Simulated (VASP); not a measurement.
# Sb in VASP: single point with PBE

Aim: the single point of Sb with PBE.

All numbers are computed with VASP 6.6.1; they aren't measurements. Logs are shortened: lines on timing, memory, paths and dates and some standing lists are left out, and cuts for length are marked.

**1. The cell of the first run**

The cell holds a slab with vacuum, 4 atoms: a = 5.129 Å, b = 4.240 Å, c = 29.022 Å, α = 90.00°, β = 90.00°, γ = 90.00°.

**2. Single point, PBE**

INCAR reads:

```
SYSTEM = Sb
PREC = Accurate
ENCUT = 400
EDIFF = 1E-6
ISMEAR = 0
SIGMA = 0.01
LREAL = .FALSE.
LASPH = .TRUE.
NELM = 120
ALGO = Normal
ISIF = 2
LWAVE = .FALSE.
LCHARG = .FALSE.
LDIPOL = .TRUE.
IDIPOL = 3
DIPOL = 0.5 0.5 0.327
GGA = PE
NBANDS = 38
GGA_COMPAT = .FALSE.
NELMDL = -8
```

KPOINTS reads:

```
regular mesh
0
G
  6 6 1
  0 0 0
```

POSCAR reads:

```
Sb
1.0
    5.1294083752      0.0000000000      0.0000000000
    0.0000000000      4.2400767676      0.0000000000
    0.0000000000      0.0000000000     29.0216962420
Sb
4
Direct
    0.0594214760      0.0000000000      0.3752153082
    0.4405785240      0.5000000000      0.3752153082
    0.5594214760      0.5000000000      0.2794673073
    0.9405785240      0.0000000000      0.2794673073
```

Potentials or basis: VASP PAW PBE potentials, release 64 (Sb_d_GW).

Run with:

```bash
$ cat potpaw_PBE.64/Sb_d_GW/POTCAR > POTCAR
$ mpirun -np 1 vasp_std > vasp.out
```

OUTCAR:

```text
SYSTEM = Sb
   PREC = Accurate
   ENCUT = 400
   EDIFF = 1E-6
   ISMEAR = 0
   LREAL = .FALSE.
   LASPH = .TRUE.
   NELM = 120
   ISIF = 2
   GGA = PE
   NELMDL = -8

 ion  position               nearest neighbor table
   1  0.059  0.000  0.375-   4 2.84   2 2.88   2 2.88
   2  0.441  0.500  0.375-   3 2.84   1 2.88   1 2.88
   3  0.559  0.500  0.279-   2 2.84   4 2.88   4 2.88
   4  0.941  0.000  0.279-   1 2.84   3 2.88   3 2.88

  LATTYP: Found a simple orthorhombic cell.
 ALAT       =     4.2400767676
 B/A-ratio  =     1.2097442231
 C/A-ratio  =     6.8446157541

  Lattice vectors:

 A1 = (   0.0000000000,  -4.2400767676,   0.0000000000)
 A2 = (   5.1294083752,   0.0000000000,   0.0000000000)
 A3 = (   0.0000000000,   0.0000000000,  29.0216962420)

Analysis of symmetry for initial positions (statically):
=====================================================================
 Subroutine PRICEL returns:
 Original cell was already a primitive cell.

 Routine SETGRP: Setting up the symmetry group for a
 simple orthorhombic supercell.

 Subroutine GETGRP returns: Found  8 space group operations
 (whereof  2 operations were pure point group operations)
 out of a pool of  8 trial point group operations.

The static configuration has the point symmetry C_1h.
 The point group associated with its full space group is D_2h.

Analysis of symmetry for dynamics (positions and initial velocities):
=====================================================================
 Subroutine PRICEL returns:
 Original cell was already a primitive cell.

 Routine SETGRP: Setting up the symmetry group for a
 simple orthorhombic supercell.

 Subroutine GETGRP returns: Found  8 space group operations
 (whereof  2 operations were pure point group operations)
 out of a pool of  8 trial point group operations.

The dynamic configuration has the point symmetry C_1h.
 The point group associated with its full space group is D_2h.

 Subroutine INISYM returns: Found  8 space group operations
 (whereof  2 operations are pure point group operations),
 and found     1 'primitive' translations

----------------------------------------------------------------------------------------

                                     Primitive cell

  volume of cell :     631.1953

  direct lattice vectors                    reciprocal lattice vectors
     5.129408375  0.000000000  0.000000000     0.194954257  0.000000000  0.000000000
     0.000000000  4.240076768  0.000000000     0.000000000  0.235844787  0.000000000
     0.000000000  0.000000000 29.021696242     0.000000000  0.000000000  0.034456980

  length of vectors
     5.129408375  4.240076768 29.021696242     0.194954257  0.235844787  0.034456980

  position of ions in fractional coordinates (direct lattice)
     0.059421476  0.000000000  0.375215308
     0.440578524  0.500000000  0.375215308
     0.559421476  0.500000000  0.279467307
     0.940578524  0.000000000  0.279467307

  ion indices of the primitive-cell ions
   primitive index   ion index
                 1           1
                 2           2
                 3           3
                 4           4

----------------------------------------------------------------------------------------

 KPOINTS: regular mesh

Automatic generation of k-mesh.
 Grid dimensions read from file:
 generate k-points for:    6    6    1

 Generating k-lattice:

  Cartesian coordinates                     Fractional coordinates (reciprocal lattice)
     0.032492376  0.000000000  0.000000000     0.166666667  0.000000000  0.000000000
     0.000000000  0.039307464  0.000000000     0.000000000  0.166666667  0.000000000
     0.000000000  0.000000000  0.034456980     0.000000000  0.000000000  1.000000000

  Length of vectors
     0.032492376  0.039307464  0.034456980

  Shift w.r.t. Gamma in fractional coordinates (k-lattice)
     0.000000000  0.000000000  0.000000000

 Subroutine IBZKPT returns following result:
 ===========================================

 Found     16 irreducible k-points:

 Following reciprocal coordinates:
            Coordinates               Weight
  0.000000  0.000000  0.000000      1.000000
  0.166667  0.000000  0.000000      2.000000
  0.333333  0.000000  0.000000      2.000000
  0.500000  0.000000  0.000000      1.000000
  0.000000  0.166667  0.000000      2.000000
  0.166667  0.166667  0.000000      4.000000
[... 8 lines left out ...]
  0.333333  0.500000  0.000000      2.000000
  0.500000  0.500000  0.000000      1.000000
   k-points           NKPTS =     16   k-points in BZ     NKDIM =     16   number of bands    NBANDS=     38
   number of dos      NEDOS =    301   number of ions     NIONS =      4
   total plane-waves  NPLWV = 193536
   dimension x,y,z NGX =    36 NGY =   28 NGZ =  192
   dimension x,y,z NGXF=    72 NGYF=   56 NGZF=  384
   ions per type =               4
   NGX,Y,Z   is equivalent  to a cutoff of  11.67, 10.98, 11.00 a.u.
   NGXF,Y,Z  is equivalent  to a cutoff of  23.34, 21.96, 22.00 a.u.
 SYSTEM =  Sb
   PREC   = accura    normal or accurate (medium, high low for compatibility)
   ISTART =      0    job   : 0-new  1-cont  2-samecut
   ICHARG =      2    charge: 1-file 2-atom 10-const
   ISPIN  =      1    spin polarized calculation?
   LNONCOLLINEAR =      F non collinear calculations
   LSORBIT =      F    spin-orbit coupling
   LASPH  =      T    aspherical Exc in radial PAW
   ENCUT  =  400.0 eV  29.40 Ry    5.42 a.u.   8.36  6.91 47.33*2*pi/ulx,y,z
   NELM   =    120;   NELMIN=  2; NELMDL= -8     # of ELM steps
   EDIFF  = 0.1E-05   stopping-criterion for ELM
   LREAL  =      F    real-space projection
[... 7 lines left out ...]
   TEBEG  =    0.0;   TEEND  =   0.0 temperature during run
   PSTRESS=    0.0 pullay stress
   NELECT =      60.0000    total number of electrons
   NUPDOWN=      -1.0000    fix difference up-down
   EMIN   =  10.00;   EMAX   =-10.00  energy-range for DOS
   EFERMI =   0.00;   METHOD = LEGACY
   ISMEAR =     0;   SIGMA  =   0.01  broadening in eV -4-tet -1-fermi 0-gaus
   EFERMI_NEDOS =   21; number of points for ismear=-14 and -15
   IALGO  =     38    algorithm
   IMIX   =      4    mixing-type and parameters
     AMIX     =   0.40;   BMIX     =  1.00
     AMIX_MAG =   1.60;   BMIX_MAG =  1.00
  volume/ion in A,a.u.               =     157.80      1064.88
  Fermi-wavevector in a.u.,A,eV,Ry     =   0.747143  1.411896  7.595089  0.558223
  Thomas-Fermi vector in A             =   1.843130
   LORBIT       =      0    0 simple, 1 ext, 2 COOP (PROOUT), +10 PAW based schemes
   GGA     = PE    functional components
   LHFCALC =     F    Hartree Fock is set to
   AEXX    =    0.0000 exact exchange contribution
   IVDW    =     0    specifies the selected vdW correction
   LEPSILON=     F    determine dielectric tensor
   LRPA    =     F    only Hartree local field effects (RPA)
 non-spin polarized calculation
 Gauss-broadening in eV      SIGMA  =   0.01
  energy-cutoff  :      400.00
  volume of cell :      631.20
 maximum number of plane-waves:     11534
 NGX is ok and might be reduce to    36
   NGX = 17   NGY = 13   NGZ = 95

 dipolmoment           0.000000      0.000000      0.000001 electrons x Angstroem

 number of electron      59.9999965 magnetization

 dipolmoment           0.000000      0.000000     -0.000002 electrons x Angstroem

 Free energy of the ion-electron system (eV)
  ---------------------------------------------------
  ext. energy  EPLUGINS =         0.00000000
  ---------------------------------------------------
  free energy    TOTEN  =       -16.22779663 eV

  energy without entropy =      -16.22779663  energy(sigma->0) =      -16.22779663

 E-fermi :  -2.4124     XC(G=0):  -2.3752

 val. band max:       -2.4620895954   @ k =   0.3333   0.0000   0.0000
 cond. band min:      -1.9115391181   @ k =   0.0000   0.0000   0.0000
 fundamental gap:      0.5505504773
 Fermi energy:        -2.4123514407

 k-point     1 :       0.0000    0.0000    0.0000
  band No.  band energies     occupation
      1     -31.4602      2.00000
      2     -31.4576      2.00000
      3     -31.4462      2.00000
      4     -31.3884      2.00000
      5     -31.3767      2.00000
      6     -31.3459      2.00000
[... 30 lines left out ...]
     37       1.8530      0.00000
     38       1.9799      0.00000

 k-point     2 :       0.1667    0.0000    0.0000
  band No.  band energies     occupation
      1     -31.4579      2.00000
      2     -31.4553      2.00000
      3     -31.4423      2.00000
      4     -31.3908      2.00000
      5     -31.3762      2.00000
      6     -31.3544      2.00000
[... 30 lines left out ...]
     37       1.6870      0.00000
     38       1.7352      0.00000

 k-point     3 :       0.3333    0.0000    0.0000
  band No.  band energies     occupation
      1     -31.4526      2.00000
      2     -31.4509      2.00000
      3     -31.4314      2.00000
      4     -31.3999      2.00000
      5     -31.3747      2.00000
      6     -31.3661      2.00000
[... 30 lines left out ...]
     37       1.8857      0.00000
     38       2.2545      0.00000

 k-point     4 :       0.5000    0.0000    0.0000
  band No.  band energies     occupation
      1     -31.4492      2.00000
      2     -31.4492      2.00000
      3     -31.4156      2.00000
      4     -31.4156      2.00000
      5     -31.3721      2.00000
      6     -31.3721      2.00000
[... 30 lines left out ...]
     37       2.6242      0.00000
     38       2.6243      0.00000
[... 375 lines left out ...]
      4     -31.3763      2.00000
      5     -31.3534      2.00000
      6     -31.3534      2.00000
[... 30 lines left out ...]
     37       2.6355      0.00000
     38       2.6355      0.00000

 k-point    15 :       0.3333    0.5000    0.0000
  band No.  band energies     occupation
      1     -31.4411      2.00000
      2     -31.4411      2.00000
      3     -31.3844      2.00000
      4     -31.3844      2.00000
      5     -31.3473      2.00000
      6     -31.3473      2.00000
[... 30 lines left out ...]
     37       2.2323      0.00000
     38       2.2323      0.00000

 k-point    16 :       0.5000    0.5000    0.0000
  band No.  band energies     occupation
      1     -31.4420      2.00000
      2     -31.4420      2.00000
      3     -31.3874      2.00000
      4     -31.3874      2.00000
      5     -31.3450      2.00000
      6     -31.3450      2.00000
[... 30 lines left out ...]
     37       2.9607      0.00000
     38       2.9607      0.00000

------------------------ aborting loop because EDIFF is reached ----------------------------------------

 vacuum level on the upper side and lower side of the slab       (xc-potential included)        -0.006        -0.006

  FORCE on cell =-STRESS in cart. coord.  units (eV):
  Direction    XX          YY          ZZ          XY          YZ          ZX
  --------------------------------------------------------------------------------------
  -------------------------------------------------------------------------------------
  Total        0.3264221      0.7704004      0.6161233      0.0000000      0.0000000      0.0000000
  in kB        0.8285646      1.9555247      1.5639197      0.0000000      0.0000000      0.0000000
  external PRESSURE =       1.4493363 kB  Pullay stress =       0.0000000 kB

 VOLUME and BASIS-vectors are now :
 -----------------------------------------------------------------------------
  energy-cutoff  :      400.00
  volume of cell :      631.20
      direct lattice vectors                 reciprocal lattice vectors
     5.129408375  0.000000000  0.000000000     0.194954257  0.000000000  0.000000000
     0.000000000  4.240076768  0.000000000     0.000000000  0.235844787  0.000000000
     0.000000000  0.000000000 29.021696242     0.000000000  0.000000000  0.034456980

 POSITION                                       TOTAL-FORCE (eV/Angst)
 -----------------------------------------------------------------------------------
      0.30480      0.00000     10.88938        -0.200841     -0.000000      0.154525
      2.25991      2.12004     10.88938         0.200841     -0.000000      0.154525
      2.86950      2.12004      8.11062        -0.200841     -0.000000     -0.154525
      4.82461      0.00000      8.11062         0.200841      0.000000     -0.154525
 -----------------------------------------------------------------------------------
    total drift:                                0.000000      0.000000     -0.001030

  FREE ENERGIE OF THE ION-ELECTRON SYSTEM (eV)
  ---------------------------------------------------
  free  energy   TOTEN  =       -16.2277966298 eV

  energy  without entropy=      -16.2277966298  energy(sigma->0) =      -16.22779663

 vacuum level on the upper side and lower side of the slab         1.750         1.750
```

It took 5.6 min on 1 thread of Intel Xeon 6975P-C (Granite Rapids), shared host; peak memory 0.57 GiB.

Results:

- Free energy: -16.2278 eV
- Largest force: 0.253 eV/Å

Forces on the atoms (eV/Å):
```
Sb  -0.201  0.000  0.155
Sb   0.201  0.000  0.155
Sb  -0.201  0.000 -0.155
Sb   0.201  0.000 -0.155
```

Caveat: spin-orbit coupling is left out, which moves the levels of the heavy elements.
